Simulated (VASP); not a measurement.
# CaCuH2 (R-3m) in VASP: relaxation of cell and atoms with PBE

Aim: the relaxation of cell and atoms of CaCuH2 with PBE.

All numbers are computed with VASP 6.6.1; they aren't measurements. Logs are shortened: lines on timing, memory, paths and dates and some standing lists are left out, and cuts for length are marked.

### 1 The cell of the first run

The structure is trigonal, space group R-3m (No. 166). Conventional cell: a = 3.904 Å, b = 3.904 Å, c = 12.999 Å, α = 90.00°, β = 90.00°, γ = 120.00°. Ca (site symmetry -3m) has 6 H at 2.34 Å within 3.1 Å. Within 2.1 Å of Cu (site symmetry -3m) lie 2 H at 1.55 Å. Within 2.1 Å of H (site symmetry 3m) lie 1 Cu at 1.55 Å.

### 2 Relaxation of cell and atoms, PBE

File INCAR:

```
PREC     = Accurate       # precision mode
ENCUT    = 600            # plane-wave cutoff, eV
EDIFF    = 1E-6           # SCF threshold, eV
ISMEAR   = 0              # smearing method
SIGMA    = 0.1            # smearing width, eV
LREAL    = F              # projectors in reciprocal space
LASPH    = T              # aspherical terms in the spheres
NELM     = 100            # most SCF steps
ALGO     = Normal         # electronic algorithm
ISIF     = 3              # what is computed and relaxed
LWAVE    = F              # write WAVECAR
LCHARG   = F              # write CHGCAR
GGA      = PE             # functional
IBRION   = 2              # ionic algorithm
NSW      = 100            # ionic steps
EDIFFG   = -0.01          # ionic threshold
```

File KPOINTS:

```
Automatic mesh
0
Gamma
  15 15 15
```

File POSCAR:

```
CaCuH2
1.0
    1.9519252876      1.1269445902      4.3329757045
   -1.9519252876      1.1269445902      4.3329757045
    0.0000000000     -2.2538891804      4.3329757045
Ca Cu H
1 1 2
Direct
    0.5000000000      0.5000000000      0.5000000000
    0.0000000000      0.0000000000      0.0000000000
    0.8809917553      0.8809917553      0.8809917553
    0.1190082447      0.1190082447      0.1190082447
```

Potentials or basis: VASP PAW PBE potentials, release 64 (Ca_sv, Cu, H).

Started as:

```
$ cat potpaw_PBE.64/Ca_sv/POTCAR potpaw_PBE.64/Cu/POTCAR potpaw_PBE.64/H/POTCAR > POTCAR
$ mpirun -np 1 vasp_std > vasp.out
```

OUTCAR:

```text
PREC = Accurate
   ENCUT = 600
   EDIFF = 1E-6
   ISMEAR = 0
   LREAL = F
   LASPH = T
   NELM = 100
   ISIF = 3
   GGA = PE
   IBRION = 2
   NSW = 100
   EDIFFG = -0.01

 ion  position               nearest neighbor table
   1  0.500  0.500  0.500-
   2  0.000  0.000  0.000-   3 1.55   4 1.55
   3  0.881  0.881  0.881-   2 1.55
   4  0.119  0.119  0.119-   2 1.55

  LATTYP: Found a trigonal (rhomboedric) cell.
 ALAT       =     4.8841268302
 COS(alpha) =     0.6805649919

  Lattice vectors:

 A1 = (   1.9519252876,   1.1269445902,   4.3329757045)
 A2 = (  -1.9519252876,   1.1269445902,   4.3329757045)
 A3 = (   0.0000000000,  -2.2538891804,   4.3329757045)

Analysis of symmetry for initial positions (statically):
=====================================================================
 Subroutine PRICEL returns:
 Original cell was already a primitive cell.

 Routine SETGRP: Setting up the symmetry group for a
 trigonal (rhombohedral) supercell.

 Subroutine GETGRP returns: Found 12 space group operations
 (whereof 12 operations were pure point group operations)
 out of a pool of 12 trial point group operations.

The static configuration has the point symmetry D_3d.

Analysis of symmetry for dynamics (positions and initial velocities):
=====================================================================
 Subroutine PRICEL returns:
 Original cell was already a primitive cell.

 Routine SETGRP: Setting up the symmetry group for a
 trigonal (rhombohedral) supercell.

 Subroutine GETGRP returns: Found 12 space group operations
 (whereof 12 operations were pure point group operations)
 out of a pool of 12 trial point group operations.

The dynamic configuration has the point symmetry D_3d.

 Subroutine INISYM returns: Found 12 space group operations
 (whereof 12 operations are pure point group operations),
 and found     1 'primitive' translations

----------------------------------------------------------------------------------------

                                     Primitive cell

  volume of cell :      57.1878

  direct lattice vectors                    reciprocal lattice vectors
     1.951925288  1.126944590  4.332975704     0.256157345  0.147892512  0.076929426
    -1.951925288  1.126944590  4.332975704    -0.256157345  0.147892512  0.076929426
     0.000000000 -2.253889180  4.332975704     0.000000000 -0.295785025  0.076929426

  length of vectors
     4.884126830  4.884126830  4.884126830     0.305625453  0.305625453  0.305625453

  position of ions in fractional coordinates (direct lattice)
     0.500000000  0.500000000  0.500000000
     0.000000000  0.000000000  0.000000000
     0.880991755  0.880991755  0.880991755
     0.119008245  0.119008245  0.119008245

  ion indices of the primitive-cell ions
   primitive index   ion index
                 1           1
                 2           2
                 3           3
                 4           4

----------------------------------------------------------------------------------------

 KPOINTS: Automatic mesh

Automatic generation of k-mesh.
 Grid dimensions read from file:
 generate k-points for:   15   15   15

 Generating k-lattice:

  Cartesian coordinates                     Fractional coordinates (reciprocal lattice)
     0.017077156  0.009859501  0.005128628     0.066666667  0.000000000 -0.000000000
    -0.017077156  0.009859501  0.005128628     0.000000000  0.066666667 -0.000000000
     0.000000000 -0.019719002  0.005128628    -0.000000000 -0.000000000  0.066666667

  Length of vectors
     0.020375030  0.020375030  0.020375030

  Shift w.r.t. Gamma in fractional coordinates (k-lattice)
     0.000000000  0.000000000  0.000000000

 Subroutine IBZKPT returns following result:
 ===========================================

 Found    344 irreducible k-points:

 Following reciprocal coordinates:
            Coordinates               Weight
  0.000000  0.000000  0.000000      1.000000
  0.066667 -0.000000 -0.000000      6.000000
  0.133333 -0.000000 -0.000000      6.000000
  0.200000  0.000000 -0.000000      6.000000
  0.266667 -0.000000 -0.000000      6.000000
  0.333333 -0.000000 -0.000000      6.000000
[... 16 lines left out ...]
  0.133333  0.133333 -0.000000      6.000000
  0.200000  0.133333 -0.000000     12.000000
 [... further k-points ...]
   k-points           NKPTS =    344   k-points in BZ     NKDIM =    344   number of bands    NBANDS=     15
   number of dos      NEDOS =    301   number of ions     NIONS =      4
   total plane-waves  NPLWV =  64000
   dimension x,y,z NGX =    40 NGY =   40 NGZ =   40
   dimension x,y,z NGXF=    80 NGYF=   80 NGZF=   80
   ions per type =               1   1   2
   NGX,Y,Z   is equivalent  to a cutoff of  13.62, 13.62, 13.62 a.u.
   NGXF,Y,Z  is equivalent  to a cutoff of  27.23, 27.23, 27.23 a.u.
 SYSTEM =  unknown system
   PREC   = accura    normal or accurate (medium, high low for compatibility)
   ISTART =      0    job   : 0-new  1-cont  2-samecut
   ICHARG =      2    charge: 1-file 2-atom 10-const
   ISPIN  =      1    spin polarized calculation?
   LNONCOLLINEAR =      F non collinear calculations
   LSORBIT =      F    spin-orbit coupling
   LASPH  =      T    aspherical Exc in radial PAW
   ENCUT  =  600.0 eV  44.10 Ry    6.64 a.u.   9.75  9.75  9.75*2*pi/ulx,y,z
   NELM   =    100;   NELMIN=  2; NELMDL= -5     # of ELM steps
   EDIFF  = 0.1E-05   stopping-criterion for ELM
   LREAL  =      F    real-space projection
   EDIFFG = -.1E-01   stopping-criterion for IOM
   NSW    =    100    number of steps for IOM
   IBRION =      2    ionic relax: 0-MD 1-quasi-New 2-CG
   NFREE  =      1    steps in history (QN), initial steepest desc. (CG)
   ISIF   =      3    stress and relaxation
   ISYM   =      2    0-nonsym 1-usesym 2-fastsym
   POTIM  = 0.5000    time-step for ionic-motion
   TEBEG  =    0.0;   TEEND  =   0.0 temperature during run
   PSTRESS=    0.0 pullay stress
   NELECT =      23.0000    total number of electrons
   NUPDOWN=      -1.0000    fix difference up-down
   EMIN   =  10.00;   EMAX   =-10.00  energy-range for DOS
   EFERMI =   0.00;   METHOD = LEGACY
   ISMEAR =     0;   SIGMA  =   0.10  broadening in eV -4-tet -1-fermi 0-gaus
   EFERMI_NEDOS =   21; number of points for ismear=-14 and -15
   IALGO  =     38    algorithm
   IMIX   =      4    mixing-type and parameters
     AMIX     =   0.40;   BMIX     =  1.00
     AMIX_MAG =   1.60;   BMIX_MAG =  1.00
  volume/ion in A,a.u.               =      14.30        96.48
  Fermi-wavevector in a.u.,A,eV,Ry     =   1.208416  2.283575 19.868159  1.460268
  Thomas-Fermi vector in A             =   2.344024
   LORBIT       =      0    0 simple, 1 ext, 2 COOP (PROOUT), +10 PAW based schemes
   GGA     = PE    functional components
   LHFCALC =     F    Hartree Fock is set to
   AEXX    =    0.0000 exact exchange contribution
   IVDW    =     0    specifies the selected vdW correction
   LEPSILON=     F    determine dielectric tensor
   LRPA    =     F    only Hartree local field effects (RPA)
 conjugate gradient relaxation of ions
 non-spin polarized calculation
 Gauss-broadening in eV      SIGMA  =   0.10
  energy-cutoff  :      600.00
  volume of cell :       57.19
 maximum number of plane-waves:      1925
   NGX = 19   NGY = 19   NGZ = 19

--------------------------------------- Ionic step        1  -------------------------------------------

 number of electron      23.0000005 magnetization

 Free energy of the ion-electron system (eV)
  ---------------------------------------------------
  ext. energy  EPLUGINS =         0.00000000
  ---------------------------------------------------
  free energy    TOTEN  =       -13.23426034 eV

  energy without entropy =      -13.22753854  energy(sigma->0) =      -13.23089944

------------------------ aborting loop because EDIFF is reached ----------------------------------------

  FORCE on cell =-STRESS in cart. coord.  units (eV):
  Direction    XX          YY          ZZ          XY          YZ          ZX
  --------------------------------------------------------------------------------------
  -------------------------------------------------------------------------------------
  Total        0.0059834      0.0059834      0.1505690      0.0000000     -0.0000000      0.0000000
  in kB        0.1676302      0.1676302      4.2183521      0.0000000     -0.0000000      0.0000000
  external PRESSURE =       1.5178708 kB  Pullay stress =       0.0000000 kB

 VOLUME and BASIS-vectors are now :
 -----------------------------------------------------------------------------
  energy-cutoff  :      600.00
  volume of cell :       57.19
      direct lattice vectors                 reciprocal lattice vectors
     1.951925288  1.126944590  4.332975704     0.256157345  0.147892512  0.076929426
    -1.951925288  1.126944590  4.332975704    -0.256157345  0.147892512  0.076929426
     0.000000000 -2.253889180  4.332975704     0.000000000 -0.295785025  0.076929426
[... 229 lines left out ...]
 POSITION                                       TOTAL-FORCE (eV/Angst)
 -----------------------------------------------------------------------------------
      0.00000      0.00000      6.53271        -0.000000      0.000000      0.000000
      0.00000      0.00000      0.00000         0.000000      0.000000     -0.000000
      0.00000      0.00000     11.51573         0.000000     -0.000000      0.019182
      0.00000      0.00000      1.54969         0.000000      0.000000     -0.019182
 -----------------------------------------------------------------------------------
    total drift:                               -0.000000      0.000000     -0.000000

  FREE ENERGIE OF THE ION-ELECTRON SYSTEM (eV)
  ---------------------------------------------------
  free  energy   TOTEN  =       -13.2347065774 eV

  energy  without entropy=      -13.2279261245  energy(sigma->0) =      -13.23131635

--------------------------------------- Ionic step        8  -------------------------------------------

 number of electron      23.0000008 magnetization

 Free energy of the ion-electron system (eV)
  ---------------------------------------------------
  ext. energy  EPLUGINS =         0.00000000
  ---------------------------------------------------
  free energy    TOTEN  =       -13.23476738 eV

  energy without entropy =      -13.22794834  energy(sigma->0) =      -13.23135786

 E-fermi :   3.0366     XC(G=0):  -9.1664

 val. band max:        3.0361861796   @ k =  -0.2667   0.4667   0.1333
 cond. band min:       3.0442622737   @ k =  -0.4000   0.4667   0.0667
 fundamental gap:      0.0080760941
 Fermi energy:         3.0365932193

 k-point     1 :       0.0000    0.0000    0.0000
  band No.  band energies     occupation
      1     -38.2141      2.00000
      2     -19.2544      2.00000
      3     -19.1771      2.00000
      4     -19.1771      2.00000
      5      -5.2282      2.00000
      6      -0.9107      2.00000
      7      -0.3282      2.00000
      8      -0.3282      2.00000
      9      -0.1061      2.00000
     10      -0.0464      2.00000
     11      -0.0464      2.00000
     12       3.3403      0.00002
     13       5.7501      0.00000
     14       5.7501      0.00000
     15       7.0187      0.00000
[... 397 lines left out ...]
 k-point    24 :       0.2000    0.1333   -0.0000
  band No.  band energies     occupation
      1     -38.2106      2.00000
      2     -19.2513      2.00000
      3     -19.2212      2.00000
      4     -19.1871      2.00000
      5      -4.8246      2.00000
      6      -0.9462      2.00000
      7      -0.5434      2.00000
      8      -0.3193      2.00000
      9      -0.2912      2.00000
     10      -0.0616      2.00000
     11       0.0107      2.00000
     12       3.6244      0.00000
     13       5.5155      0.00000
     14       5.9882      0.00000
     15       6.2333      0.00000

 [... further k-points ...]
[... 5 lines left out ...]
  --------------------------------------------------------------------------------------
  -------------------------------------------------------------------------------------
  Total        0.0290112      0.0290112     -0.0220610      0.0000000      0.0000000      0.0000000
  in kB        0.8116479      0.8116479     -0.6172015      0.0000000      0.0000000      0.0000000
  external PRESSURE =       0.3353648 kB  Pullay stress =       0.0000000 kB

 VOLUME and BASIS-vectors are now :
 -----------------------------------------------------------------------------
  energy-cutoff  :      600.00
  volume of cell :       57.27
      direct lattice vectors                 reciprocal lattice vectors
     1.943826120  1.122268534  4.375259728     0.257224653  0.148508723  0.076185953
    -1.943826120  1.122268534  4.375259728    -0.257224653  0.148508723  0.076185953
     0.000000000 -2.244537068  4.375259728     0.000000000 -0.297017446  0.076185953

 POSITION                                       TOTAL-FORCE (eV/Angst)
 -----------------------------------------------------------------------------------
      0.00000      0.00000      6.56289        -0.000000      0.000000      0.000000
      0.00000      0.00000     13.12578         0.000000      0.000000      0.000000
      0.00000      0.00000     11.57688        -0.000000     -0.000000      0.005317
      0.00000      0.00000      1.54890        -0.000000      0.000000     -0.005317
 -----------------------------------------------------------------------------------
    total drift:                               -0.000000      0.000000     -0.000000

  FREE ENERGIE OF THE ION-ELECTRON SYSTEM (eV)
  ---------------------------------------------------
  free  energy   TOTEN  =       -13.2347673766 eV

  energy  without entropy=      -13.2279483396  energy(sigma->0) =      -13.23135786

 reached required accuracy - stopping structural energy minimisation
```

Wall time 21 min (1 thread of AMD EPYC 9R45 (Zen 5), shared host); peak memory 0.57 GiB.

What came out:

```yaml
Free_energy: -13.2348 eV
Relaxed_volume: 14.32 Å³/atom
Relaxed_cell: a = 4.917 Å, b = 4.917 Å, c = 4.917 Å, α = 46.57°, β = 46.57°, γ = 46.57°
Space_group_after_relaxing_to_0.05_Å: R-3m (No. 166)
Energy_gained_by_relaxing: 0.1 meV/atom
Ionic_steps: 8
Pressure_after_relaxing: 0.0 GPa
Largest_force_after_relaxing: 0.005 eV/Å
```

Forces on the atoms (eV/Å):
```
Ca   0.000  0.000  0.000
Cu   0.000  0.000  0.000
H    0.000  0.000  0.005
H    0.000  0.000 -0.005
```

The path:
| step | energy change (eV) | largest force (eV/Å) | pressure (GPa) | volume (Å³) |
| --- | --- | --- | --- | --- |
| 1 | 0.0000 | 0.0015 | 0.15 | 57.19 |
| 2 | -0.0001 | 0.0247 | -0.01 | 57.30 |
| 3 | -0.0001 | 0.0350 | -0.06 | 57.34 |
| 4 | -0.0001 | 0.0294 | -0.08 | 57.32 |
| 5 | -0.0001 | 0.0274 | -0.07 | 57.31 |
| 6 | -0.0002 | 0.0255 | 0.01 | 57.31 |
| 7 | -0.0004 | 0.0192 | -0.01 | 57.30 |
| 8 | -0.0005 | 0.0053 | 0.03 | 57.27 |

Final structure:
```
Ca Cu H
1.0
     1.94383    1.12227    4.37526
    -1.94383    1.12227    4.37526
     0.00000   -2.24454    4.37526
Ca Cu H
1 1 2
Direct
  0.50000 0.50000 0.50000
  0.00000 0.00000 0.00000
  0.88200 0.88200 0.88200
  0.11800 0.11800 0.11800
```
